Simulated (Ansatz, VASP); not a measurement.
# CuI in VASP and in Ansatz

Contents of INCAR:

```
SYSTEM = CuI
PREC = Accurate
ENCUT = 520
EDIFF = 1E-6
ISMEAR = 0
SIGMA = 0.01
LREAL = .FALSE.
LASPH = .TRUE.
NELM = 60
ALGO = Normal
ISIF = 2
LWAVE = .FALSE.
LCHARG = .FALSE.
GGA = PE
NBANDS = 16
```

KPOINTS

```
Automatic mesh
0
G
  6 6 6
  0 0 0
```

POSCAR

```
CuI
1.0
    0.0000000000      3.0404536522      3.0404536522
    3.0404536522      0.0000000000      3.0404536522
    3.0404536522      3.0404536522      0.0000000000
Cu I
1 1
Direct
    0.0000000000      0.0000000000      0.0000000000
    0.2500000000      0.2500000000      0.2500000000
```

Input for Ansatz:

```yaml
crystal:
  lattice:
    - [0.0, 3.0404536522, 3.0404536522]
    - [3.0404536522, 0.0, 3.0404536522]
    - [3.0404536522, 3.0404536522, 0.0]
  atoms:
    - { symbol: Cu, position: [0.0, 0.0, 0.0] }
    - { symbol: I, position: [0.25, 0.25, 0.25] }
kpoints:
  mp_grid: { grid: [6, 6, 6] }
hamiltonian:
  xc: pbe
scf:
  occupations: { method: fixed }
  n_extra_bands: 4
output:
  forces: true
  stress: true
  eigenvalues: true
```

Alike in both runs: task single point; functional PBE; k mesh 6 × 6 × 6; no spin polarisation.

|  | VASP | Ansatz |
| --- | --- | --- |
| version | VASP 6.6.1 | Ansatz 0.2.0 |
| potentials or method | VASP PAW PBE potentials, release 64 (Cu, I) | plane waves, PAW |
| plane-wave cutoff (eV) | 520 | 420 |
| occupations | gaussian, width 0.01 eV | fixed |
| valence electrons in the cell | 18 | 36 |

```tsv
	VASP	Ansatz	Ansatz less VASP
gap on the k mesh at the Fermi level (eV)	1.12	1.10	-0.021
pressure (GPa)	0.0	0.0	+0.03
```

VASP's potentials hold 18 valence electrons a cell and Ansatz's 36, so a difference there can come from the potentials and not from the codes.

Neither program's run includes spin-orbit coupling.
